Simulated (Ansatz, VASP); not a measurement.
# Two plane-wave programs on Si3N

File INCAR:

```
PREC = Accurate ; ENCUT = 520
EDIFF = 1E-6 ; ISMEAR = 0
SIGMA = 0.05 ; LREAL = False
LASPH = True ; NELM = 80
ALGO = Normal ; ISIF = 2
LWAVE = False ; LCHARG = False
LDIPOL = True ; IDIPOL = 3
DIPOL = 0.5 0.5 0.328 ; GGA = PE
IVDW = 12 ; NBANDS = 27
```

File KPOINTS:

```
Automatic mesh
0
Gamma
  7 5 1
```

The input POSCAR:

```
Si3N
1.0
    3.8333442755      0.0000000000      0.0000000000
    0.0000000000      5.4211674636      0.0000000000
    0.0000000000      0.0000000000     22.4877586337
Si N
6 2
Direct
    0.5000000000      0.0000000000      0.1778745523
    0.0000000000      0.2500000000      0.1778745523
    0.0000000000      0.5038839981      0.2608672216
    0.5000000000      0.7461160019      0.2608672216
    0.5000000000      0.0086033066      0.3418641564
    0.0000000000      0.2413966934      0.3418641564
    0.5000000000      0.1752699732      0.5063981173
    0.5000000000      0.1752699732      0.5553136192
```

Input for Ansatz:

```yaml
crystal:
  lattice:
    - [3.8333442755, 0.0, 0.0]
    - [0.0, 5.4211674636, 0.0]
    - [0.0, 0.0, 22.4877586337]
  atoms:
    - { symbol: Si, position: [0.5, 0.0, 0.1778745523] }
    - { symbol: Si, position: [0.0, 0.25, 0.1778745523] }
    - { symbol: Si, position: [0.0, 0.5038839981, 0.2608672216] }
    - { symbol: Si, position: [0.5, 0.7461160019, 0.2608672216] }
    - { symbol: Si, position: [0.5, 0.0086033066, 0.3418641564] }
    - { symbol: Si, position: [0.0, 0.2413966934, 0.3418641564] }
    - { symbol: "N", position: [0.5, 0.1752699732, 0.5063981173] }
    - { symbol: "N", position: [0.5, 0.1752699732, 0.5553136192] }
basis:
  ecutwfc: 420
kpoints:
  mp_grid: { grid: [7, 5, 1] }
hamiltonian:
  xc: pbe
  pseudopotentials: { kind: paw, azcp: { folder: soft_1 } }
  dispersion: d3bj
scf:
  occupations: { method: gaussian, width: 0.05 }
output:
  forces: true
  eigenvalues: true
efield:
  axis: 3
  dipole_correction: true
  ramp_width: 0.04
```

Alike in both runs: task single point; functional PBE; dispersion D3(BJ); k mesh 7 × 5 × 1; occupations gaussian, width 0.05 eV; no spin polarisation.

|  | VASP | Ansatz |
| --- | --- | --- |
| version | VASP 6.6.1 | Ansatz 0.2.0 |
| potentials or method | VASP PAW PBE potentials, release 64 (Si, N), cutoff 520 eV | scalar-relativistic, plane waves, PAW |
| valence electrons in the cell | 34 | 34 |

```tsv
	VASP	Ansatz	Ansatz less VASP
gap on the k mesh at the Fermi level (eV)	none	none	-
rms of the force components (eV/Å)	0.636	0.190	-0.4458
```

Atom by atom the forces differ by 0.519 eV/Å (rms over components). A gap of «none» marks a metal or a gap that the smearing closes. One of these differences is far larger than is usual between the two programs; its cause wasn't traced.

Noted on VASP's run: the standard files for N, O and F lose accuracy on very short bonds.
